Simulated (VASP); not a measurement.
Input of a VASP 6.6.1 run:

Contents of INCAR:

```
ALGO     = Normal         # electronic algorithm
EDIFF    = 1E-7           # SCF threshold, eV
ENCUT    = 520            # plane-wave cutoff, eV
GGA      = PE             # functional
ISIF     = 2              # what is computed and relaxed
ISMEAR   = 1              # smearing method
LASPH    = True           # aspherical terms in the spheres
LCHARG   = False          # write CHGCAR
LREAL    = Auto         
LWAVE    = False          # write WAVECAR
NBANDS   = 64             # bands
NELM     = 60             # most SCF steps
PREC     = Accurate       # precision mode
SIGMA    = 0.1            # smearing width, eV
```

The input KPOINTS:

```
k-points
0
Gamma
  3 3 3
```

File POSCAR:

```
Al7Ni8
1.0
    5.7836525300      0.0000000000      0.0000000000
    0.0000000000      5.7836525300      0.0000000000
    0.0000000000      0.0000000000      5.7836525300
Ni Al
8 7
Direct
   -0.0197264617     -0.0215861861      0.0008074482
    0.0133158069      0.0115539444      0.5023403437
   -0.0199484667      0.5197250327      0.0007004224
    0.0131786963      0.4866123934      0.5024795291
    0.5210662266     -0.0212977871      0.0008166120
    0.4880113363      0.0117816552      0.5022922772
    0.5214727172      0.5196219836      0.0007726951
    0.4883246332      0.4865615604      0.5023903122
    0.2505731443      0.2493171906      0.8645685359
    0.2506962499      0.7487728520      0.2479663141
    0.2507489847      0.7490565828      0.7505696405
    0.7509216671      0.2491536261      0.2479599168
    0.7507534344      0.2490631988      0.7505705050
    0.7506239314      0.7492597416      0.2721899339
    0.7506114825      0.7492882703      0.7280978548
```

Potentials or basis: VASP PAW PBE potentials, release 64 (Ni, Al).

Launch:

```sh
$ cat potpaw_PBE.64/Ni/POTCAR potpaw_PBE.64/Al/POTCAR > POTCAR
$ mpirun -np 1 vasp_std > vasp.out
```

Question: What does it give for the largest force?

Answer: 1.480 eV/Å.

Question: What does it give for the pressure?

Answer: -2.3 GPa.

Forces on the atoms (eV/Å):
```
Ni   0.078  0.085  0.105
Ni   0.006  0.007  0.126
Ni   0.079 -0.077  0.107
Ni   0.007 -0.006  0.126
Ni  -0.076  0.078  0.106
Ni  -0.004  0.005  0.126
Ni  -0.085 -0.079  0.105
Ni  -0.007 -0.006  0.126
Al   0.003 -0.003 -1.480
Al   0.000  0.006  0.094
Al   0.002  0.000  0.086
Al  -0.004 -0.002  0.094
Al   0.000 -0.004  0.086
Al   0.001 -0.003  0.031
Al   0.001 -0.001  0.161
```

Caveat: the k points lie up to 0.36 Å⁻¹ apart. Spin polarisation is off, so any magnetic state and its effect on volume and gap are missing.
